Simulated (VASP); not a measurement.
# MoSe (P6_3/mmc) in VASP: a series of runs

The runs below take MoSe through single point, with PBE, revPBE, PBEsol.

All numbers are computed with VASP 6.6.1; they aren't measurements. Logs are shortened: lines on timing, memory, paths and dates and some standing lists are left out, and cuts for length are marked.

## Step 1: The cell of the first run

It takes space group P6_3/mmc (No. 194, hexagonal). Conventional cell: a = 4.040 Å, b = 4.040 Å, c = 5.080 Å, α = 90.00°, β = 90.00°, γ = 120.00°. Mo (site symmetry -3m) has 2 Mo at 2.54 Å and 6 Se at 2.66 Å within 3.4 Å. Se (site symmetry -6m2) has 6 Mo at 2.66 Å and 6 Se at 3.45 Å within 3.5 Å.

## Step 2: Single point, PBE, collinear spin (17.95 Å³/atom)

INCAR

```
  PREC = Accurate
  ENCUT = 520
  EDIFF = 1E-6
  ISMEAR = 0
  SIGMA = 0.05
  LREAL = False
  LASPH = True
  NELM = 150
  ALGO = Normal
  ISIF = 2
  LWAVE = False
  LCHARG = False
  ISPIN = 2
  MAGMOM = 0.05 0.05 0 0
  LORBIT = 11
  LMAXMIX = 4
  GGA = PE
  NBANDS = 32
```

KPOINTS

```
regular mesh
0
Gamma
  10 10 6
```

POSCAR

```
MoSe
1.0
    4.0395266208      0.0000000000      0.0000000000
   -2.0197633104      3.4983326728      0.0000000000
    0.0000000000      0.0000000000      5.0799137656
Mo Se
2 2
Direct
    0.0000000000      0.0000000000      0.0000000000
    0.0000000000      0.0000000000      0.5000000000
    0.3333333333      0.6666666667      0.2500000000
    0.6666666667      0.3333333333      0.7500000000
```

Potentials or basis: VASP PAW PBE potentials, release 64 (Mo_sv, Se).

Launch:

```console
cat potpaw_PBE.64/Mo_sv/POTCAR potpaw_PBE.64/Se/POTCAR > POTCAR
mpirun -np 1 vasp_std > vasp.out
```

OUTCAR:

```text
PREC = Accurate
   ENCUT = 520
   EDIFF = 1E-6
   ISMEAR = 0
   LREAL = False
   LASPH = True
   NELM = 150
   ISIF = 2
   ISPIN = 2
   LORBIT = 11
   GGA = PE

 ion  position               nearest neighbor table
   1  0.000  0.000  0.000-   2 2.54   2 2.54   4 2.66   3 2.66   3 2.66   4 2.66   4 2.66   3 2.66

   2  0.000  0.000  0.500-   1 2.54   1 2.54   4 2.66   3 2.66   3 2.66   4 2.66   4 2.66   3 2.66

   3  0.333  0.667  0.250-   1 2.66   2 2.66   1 2.66   2 2.66   1 2.66   2 2.66
   4  0.667  0.333  0.750-   1 2.66   2 2.66   1 2.66   2 2.66   1 2.66   2 2.66

  LATTYP: Found a hexagonal cell.
 ALAT       =     4.0395266208
 C/A-ratio  =     1.2575517486

  Lattice vectors:

 A1 = (   4.0395266208,   0.0000000000,   0.0000000000)
 A2 = (  -2.0197633104,   3.4983326728,   0.0000000000)
 A3 = (   0.0000000000,   0.0000000000,   5.0799137656)

Analysis of symmetry for initial positions (statically):
=====================================================================
 Subroutine PRICEL returns:
 Original cell was already a primitive cell.

 Routine SETGRP: Setting up the symmetry group for a
 hexagonal supercell.

 Subroutine GETGRP returns: Found 24 space group operations
 (whereof 12 operations were pure point group operations)
 out of a pool of 24 trial point group operations.

The static configuration has the point symmetry D_3d.
 The point group associated with its full space group is D_6h.

Analysis of symmetry for dynamics (positions and initial velocities):
=====================================================================
 Subroutine PRICEL returns:
 Original cell was already a primitive cell.

 Routine SETGRP: Setting up the symmetry group for a
 hexagonal supercell.

 Subroutine GETGRP returns: Found 24 space group operations
 (whereof 12 operations were pure point group operations)
 out of a pool of 24 trial point group operations.

The dynamic configuration has the point symmetry D_3d.
 The point group associated with its full space group is D_6h.

Analysis of structural, dynamic, and magnetic symmetry:
=====================================================================
 Subroutine PRICEL returns:
 Original cell was already a primitive cell.

 Routine SETGRP: Setting up the symmetry group for a
 hexagonal supercell.

 Subroutine GETGRP returns: Found 24 space group operations
 (whereof 12 operations were pure point group operations)
 out of a pool of 24 trial point group operations.

The overall configuration has the point symmetry D_3d.
 The point group associated with its full space group is D_6h.

 Subroutine INISYM returns: Found 24 space group operations
 (whereof 12 operations are pure point group operations),
 and found     1 'primitive' translations

----------------------------------------------------------------------------------------

                                     Primitive cell

  volume of cell :      71.7873

  direct lattice vectors                    reciprocal lattice vectors
     4.039526621  0.000000000  0.000000000     0.247553759  0.142925229  0.000000000
    -2.019763310  3.498332673  0.000000000     0.000000000  0.285850459  0.000000000
     0.000000000  0.000000000  5.079913766     0.000000000  0.000000000  0.196853735

  length of vectors
     4.039526621  4.039526621  5.079913766     0.285850459  0.285850459  0.196853735

  position of ions in fractional coordinates (direct lattice)
     0.000000000  0.000000000  0.000000000
     0.000000000  0.000000000  0.500000000
     0.333333333  0.666666667  0.250000000
     0.666666667  0.333333333  0.750000000

  ion indices of the primitive-cell ions
   primitive index   ion index
                 1           1
                 2           2
                 3           3
                 4           4

----------------------------------------------------------------------------------------

 KPOINTS: regular mesh

Automatic generation of k-mesh.
 Grid dimensions read from file:
 generate k-points for:   10   10    6

 Generating k-lattice:

  Cartesian coordinates                     Fractional coordinates (reciprocal lattice)
     0.024755376  0.014292523  0.000000000     0.100000000  0.000000000  0.000000000
     0.000000000  0.028585046  0.000000000     0.000000000  0.100000000  0.000000000
     0.000000000  0.000000000  0.032808956     0.000000000  0.000000000  0.166666667

  Length of vectors
     0.028585046  0.028585046  0.032808956

  Shift w.r.t. Gamma in fractional coordinates (k-lattice)
     0.000000000  0.000000000  0.000000000

 Subroutine IBZKPT returns following result:
 ===========================================

 Found     56 irreducible k-points:

 Following reciprocal coordinates:
            Coordinates               Weight
  0.000000  0.000000  0.000000      1.000000
  0.100000  0.000000  0.000000      6.000000
  0.200000  0.000000  0.000000      6.000000
  0.300000  0.000000  0.000000      6.000000
  0.400000  0.000000  0.000000      6.000000
  0.500000  0.000000  0.000000      3.000000
[... 16 lines left out ...]
  0.300000  0.100000  0.166667     24.000000
  0.400000  0.100000  0.166667     24.000000
 [... further k-points ...]
   k-points           NKPTS =     56   k-points in BZ     NKDIM =     56   number of bands    NBANDS=     32
   number of dos      NEDOS =    301   number of ions     NIONS =      4
   total plane-waves  NPLWV =  36000
   dimension x,y,z NGX =    30 NGY =   30 NGZ =   40
   dimension x,y,z NGXF=    60 NGYF=   60 NGZF=   80
   ions per type =               2   2
   NGX,Y,Z   is equivalent  to a cutoff of  12.35, 12.35, 13.09 a.u.
   NGXF,Y,Z  is equivalent  to a cutoff of  24.69, 24.69, 26.18 a.u.
 SYSTEM =  unknown system
   PREC   = accura    normal or accurate (medium, high low for compatibility)
   ISTART =      0    job   : 0-new  1-cont  2-samecut
   ICHARG =      2    charge: 1-file 2-atom 10-const
   ISPIN  =      2    spin polarized calculation?
   LNONCOLLINEAR =      F non collinear calculations
   LSORBIT =      F    spin-orbit coupling
   LASPH  =      T    aspherical Exc in radial PAW
   ENCUT  =  520.0 eV  38.22 Ry    6.18 a.u.   7.51  7.51  9.45*2*pi/ulx,y,z
   NELM   =    150;   NELMIN=  2; NELMDL= -5     # of ELM steps
   EDIFF  = 0.1E-05   stopping-criterion for ELM
   LREAL  =      F    real-space projection
   EDIFFG = 0.1E-04   stopping-criterion for IOM
   NSW    =      0    number of steps for IOM
   IBRION =     -1    ionic relax: 0-MD 1-quasi-New 2-CG
   NFREE  =      0    steps in history (QN), initial steepest desc. (CG)
   ISIF   =      2    stress and relaxation
   ISYM   =      2    0-nonsym 1-usesym 2-fastsym
   POTIM  = 0.5000    time-step for ionic-motion
   TEBEG  =    0.0;   TEEND  =   0.0 temperature during run
   PSTRESS=    0.0 pullay stress
   NELECT =      40.0000    total number of electrons
   NUPDOWN=      -1.0000    fix difference up-down
   EMIN   =  10.00;   EMAX   =-10.00  energy-range for DOS
   EFERMI =   0.00;   METHOD = LEGACY
   ISMEAR =     0;   SIGMA  =   0.05  broadening in eV -4-tet -1-fermi 0-gaus
   EFERMI_NEDOS =   21; number of points for ismear=-14 and -15
   IALGO  =     38    algorithm
   IMIX   =      4    mixing-type and parameters
     AMIX     =   0.40;   BMIX     =  1.00
     AMIX_MAG =   1.60;   BMIX_MAG =  1.00
  volume/ion in A,a.u.               =      17.95       121.11
  Fermi-wavevector in a.u.,A,eV,Ry     =   1.347138  2.545722 24.691603  1.814782
  Thomas-Fermi vector in A             =   2.474913
   LORBIT       =     11    0 simple, 1 ext, 2 COOP (PROOUT), +10 PAW based schemes
   GGA     = PE    functional components
   LHFCALC =     F    Hartree Fock is set to
   AEXX    =    0.0000 exact exchange contribution
   IVDW    =     0    specifies the selected vdW correction
   LEPSILON=     F    determine dielectric tensor
   LRPA    =     F    only Hartree local field effects (RPA)
 spin polarized calculation
 Gauss-broadening in eV      SIGMA  =   0.05
  energy-cutoff  :      520.00
  volume of cell :       71.79
 maximum number of plane-waves:      1956
   NGX = 15   NGY = 15   NGZ = 19

 number of electron      40.0000000 magnetization       0.0016594

 Free energy of the ion-electron system (eV)
  ---------------------------------------------------
  ext. energy  EPLUGINS =         0.00000000
  ---------------------------------------------------
  free energy    TOTEN  =       -28.51804279 eV

  energy without entropy =      -28.51371377  energy(sigma->0) =      -28.51587828

 E-fermi :   9.2455     XC(G=0): -11.6332

 val. band max:        9.2451087290   @ k =   0.2000   0.2000   0.1667
 cond. band min:       9.2652766163   @ k =   0.4000   0.1000   0.3333
 fundamental gap:      0.0201678873
 Fermi energy:         9.2455445631

 spin component 1

 k-point     1 :       0.0000    0.0000    0.0000
  band No.  band energies     occupation
      1     -52.0095      1.00000
      2     -51.7569      1.00000
      3     -27.0437      1.00000
      4     -26.0956      1.00000
      5     -26.0956      1.00000
      6     -25.8672      1.00000
[... 829 lines left out ...]
     31      18.2093      0.00000
     32      19.0888      0.00000

 [... further k-points ...]

 spin component 2

 k-point     1 :       0.0000    0.0000    0.0000
  band No.  band energies     occupation
      1     -52.0090      1.00000
      2     -51.7564      1.00000
      3     -27.0436      1.00000
      4     -26.0948      1.00000
      5     -26.0948      1.00000
      6     -25.8664      1.00000
[... 829 lines left out ...]
     31      18.2095      0.00000
     32      19.0890      0.00000

 [... further k-points ...]

------------------------ aborting loop because EDIFF is reached ----------------------------------------

  FORCE on cell =-STRESS in cart. coord.  units (eV):
  Direction    XX          YY          ZZ          XY          YZ          ZX
  --------------------------------------------------------------------------------------
  -------------------------------------------------------------------------------------
  Total        1.4492456      1.4492456      1.5155606      0.0000000      0.0000000      0.0000000
  in kB       32.3448125     32.3448125     33.8248560      0.0000000      0.0000000      0.0000000
  external PRESSURE =      32.8381603 kB  Pullay stress =       0.0000000 kB

 VOLUME and BASIS-vectors are now :
 -----------------------------------------------------------------------------
  energy-cutoff  :      520.00
  volume of cell :       71.79
      direct lattice vectors                 reciprocal lattice vectors
     4.039526621  0.000000000  0.000000000     0.247553759  0.142925229  0.000000000
    -2.019763310  3.498332673  0.000000000     0.000000000  0.285850459  0.000000000
     0.000000000  0.000000000  5.079913766     0.000000000  0.000000000  0.196853735

 POSITION                                       TOTAL-FORCE (eV/Angst)
 -----------------------------------------------------------------------------------
      0.00000      0.00000      0.00000        -0.000000      0.000000      0.000000
      0.00000      0.00000      2.53996        -0.000000      0.000000      0.000000
     -0.00000      2.33222      1.26998         0.000000      0.000000      0.000000
      2.01976      1.16611      3.80994        -0.000000     -0.000000     -0.000000
 -----------------------------------------------------------------------------------
    total drift:                                0.000000      0.000000     -0.000000

  FREE ENERGIE OF THE ION-ELECTRON SYSTEM (eV)
  ---------------------------------------------------
  free  energy   TOTEN  =       -28.5180427892 eV

  energy  without entropy=      -28.5137137665  energy(sigma->0) =      -28.51587828

 total charge

# of ion       s       p       d       tot
------------------------------------------
    1        2.268   6.137   4.130  12.535
    2        2.268   6.137   4.130  12.535
    3        1.429   2.367   0.098   3.894
    4        1.429   2.367   0.098   3.894
--------------------------------------------------
tot          7.395  17.008   8.455  32.859

 magnetization (x)

# of ion       s       p       d       tot
------------------------------------------
    1        0.000   0.000   0.001   0.001
    2        0.000   0.000   0.001   0.001
    3       -0.000  -0.000   0.000  -0.000
    4       -0.000  -0.000   0.000  -0.000
--------------------------------------------------
tot          0.000  -0.000   0.001   0.001
```

Wall time 2.1 min (1 thread of Intel Xeon 6975P-C (Granite Rapids), shared host); peak memory 0.33 GiB.

Results:

```yaml
Free_energy: -28.5180 eV
Pressure: 3.3 GPa
Band_gap_on_the_k_mesh: zero (filled and empty bands overlap)
Net_moment: 0.00 μB per cell
Valence_electrons_inside_the_program's_atomic_spheres: Mo 12.54; Se 3.89
```

Caveat: the cell stands under pressure.

## Step 3: Single point, PBE, collinear spin

This run uses another cell than the first one, of 18.31 Å³/atom.

INCAR

```
SYSTEM = MoSe
  PREC = Accurate
  ENCUT = 520
  EDIFF = 1E-7
  ISMEAR = 0
  SIGMA = 0.05
  LREAL = .FALSE.
  LASPH = .TRUE.
  NELM = 150
  ALGO = Normal
  ISIF = 2
  LWAVE = .FALSE.
  LCHARG = .TRUE.
  ISPIN = 2
  MAGMOM = 3 3 0 0
  LORBIT = 11
  LMAXMIX = 4
  GGA = PE
  LELF = .TRUE.
  LVHAR = .TRUE.
  NBANDS = 32
```

KPOINTS

```
regular mesh
0
G
  10 10 6
  0 0 0
```

POSCAR

```
MoSe
1.0
    4.0730809121      0.0000000000      0.0000000000
   -2.0365404561      3.5273915416      0.0000000000
    0.0000000000      0.0000000000      5.0985318699
Mo Se
2 2
Direct
    0.0000000000      0.0000000000      0.0000000000
    0.0000000000      0.0000000000      0.5000000000
    0.3333333333      0.6666666667      0.2500000000
    0.6666666667      0.3333333333      0.7500000000
```

Potentials or basis: VASP PAW PBE potentials, release 64 (Mo_sv, Se).

Launch:

```console
cat potpaw_PBE.64/Mo_sv/POTCAR potpaw_PBE.64/Se/POTCAR > POTCAR
mpirun -np 1 vasp_std > vasp.out
```

It took 2.8 min on 1 thread of Intel Xeon 6975P-C (Granite Rapids), shared host; peak memory 0.33 GiB.

It converged, with:

| Property | Result |
| --- | --- |
| Free energy | -28.5341 eV |
| Pressure | 0.3 GPa |
| Band gap on the k mesh | zero (filled and empty bands overlap) |
| Net moment | 0.00 μB per cell |
| Valence electrons inside the program's atomic spheres | Mo 12.50; Se 3.88 |

Stress tensor (GPa, compression positive):
```
0.22 0.00 0.00
0.00 0.22 0.00
0.00 0.00 0.36
```

Levels at points of the mesh, in eV from the Fermi level:
Spin up:
| k point | band 16 | band 17 | band 18 | band 19 | band 20 | band 21 | band 22 | band 23 | band 24 | band 25 |
| --- | --- | --- | --- | --- | --- | --- | --- | --- | --- | --- |
| (0.00, 0.00, 0.00) | -2.86 | -2.46 | -2.46 | -1.07 | -1.03 | -1.03 | 2.08 | 2.08 | 2.19 | 2.93 |
| (0.50, 0.00, 0.00) | -4.26 | -4.06 | -1.78 | -1.10 | 0.15 | 0.42 | 0.88 | 1.58 | 2.03 | 3.35 |
| (0.00, 0.00, 0.50) | -4.53 | -1.33 | -1.33 | -1.33 | -1.33 | -0.65 | -0.65 | 2.68 | 2.68 | 2.68 |
| (0.50, 0.00, 0.50) | -3.54 | -1.08 | -1.08 | -0.45 | -0.45 | -0.33 | -0.33 | 1.41 | 1.41 | 2.21 |
Spin down:
| k point | band 17 | band 18 | band 19 | band 20 | band 21 | band 22 | band 23 | band 24 |
| --- | --- | --- | --- | --- | --- | --- | --- | --- |
| (0.00, 0.00, 0.00) | -2.46 | -2.46 | -1.07 | -1.03 | -1.03 | 2.08 | 2.08 | 2.19 |
| (0.50, 0.00, 0.00) | -4.06 | -1.78 | -1.10 | 0.15 | 0.42 | 0.88 | 1.58 | 2.03 |
| (0.00, 0.00, 0.50) | -1.33 | -1.33 | -1.33 | -1.33 | -0.65 | -0.65 | 2.68 | 2.68 |
| (0.50, 0.00, 0.50) | -1.08 | -1.08 | -0.45 | -0.45 | -0.33 | -0.33 | 1.41 | 1.41 |

## Step 4: Single point, PBE, collinear spin

This run uses another cell than the first one, of 18.31 Å³/atom.

INCAR

```
PREC = Accurate
ENCUT = 520
EDIFF = 1E-7
ISMEAR = -5
SIGMA = 0.1
LREAL = F
LASPH = T
NELM = 150
ALGO = Normal
ISIF = 2
LWAVE = F
LCHARG = F
ISPIN = 2
MAGMOM = 3 3 0 0
LORBIT = 11
LMAXMIX = 4
GGA = PE
NBANDS = 32
```

KPOINTS

```
regular mesh
0
Gamma
  10 10 6
```

POSCAR is that of step 3.

Launch:

```console
cat potpaw_PBE.64/Mo_sv/POTCAR potpaw_PBE.64/Se/POTCAR > POTCAR
mpirun -np 1 vasp_std > vasp.out
```

Run time: 2.6 min. Hardware: 1 thread of Intel Xeon 6975P-C (Granite Rapids), shared host; peak memory 0.34 GiB.

The run converged. Its results:

```
Free energy                                           : -28.5339 eV
Pressure                                              : 0.1 GPa
Band gap on the k mesh                                : zero (filled and empty bands overlap)
Net moment                                            : 0.00 μB per cell
Valence electrons inside the program's atomic spheres : Mo 12.50; Se 3.88
```

Stress tensor (GPa, compression positive):
```
-0.04  0.00  0.00
 0.00 -0.04  0.00
 0.00  0.00  0.41
```

Levels at points of the mesh, in eV from the Fermi level:
Spin up:
| k point | band 17 | band 18 | band 19 | band 20 | band 21 | band 22 | band 23 | band 24 |
| --- | --- | --- | --- | --- | --- | --- | --- | --- |
| (0.00, 0.00, 0.00) | -2.48 | -2.48 | -1.09 | -1.05 | -1.05 | 2.07 | 2.07 | 2.18 |
| (0.50, 0.00, 0.00) | -4.08 | -1.80 | -1.12 | 0.13 | 0.40 | 0.86 | 1.56 | 2.01 |
| (0.00, 0.00, 0.50) | -1.35 | -1.35 | -1.35 | -1.35 | -0.68 | -0.68 | 2.66 | 2.66 |
| (0.50, 0.00, 0.50) | -1.10 | -1.10 | -0.47 | -0.47 | -0.35 | -0.35 | 1.40 | 1.40 |
Spin down:
| k point | band 18 | band 19 | band 20 | band 21 | band 22 | band 23 |
| --- | --- | --- | --- | --- | --- | --- |
| (0.00, 0.00, 0.00) | -2.48 | -1.09 | -1.05 | -1.05 | 2.07 | 2.07 |
| (0.50, 0.00, 0.00) | -1.80 | -1.12 | 0.13 | 0.40 | 0.86 | 1.56 |
| (0.00, 0.00, 0.50) | -1.35 | -1.35 | -1.35 | -0.68 | -0.68 | 2.66 |
| (0.50, 0.00, 0.50) | -1.10 | -0.47 | -0.47 | -0.35 | -0.35 | 1.40 |

Caveat: tetrahedron occupations give inexact forces and stress in metals.

(Part 1 of 2 ends here.)
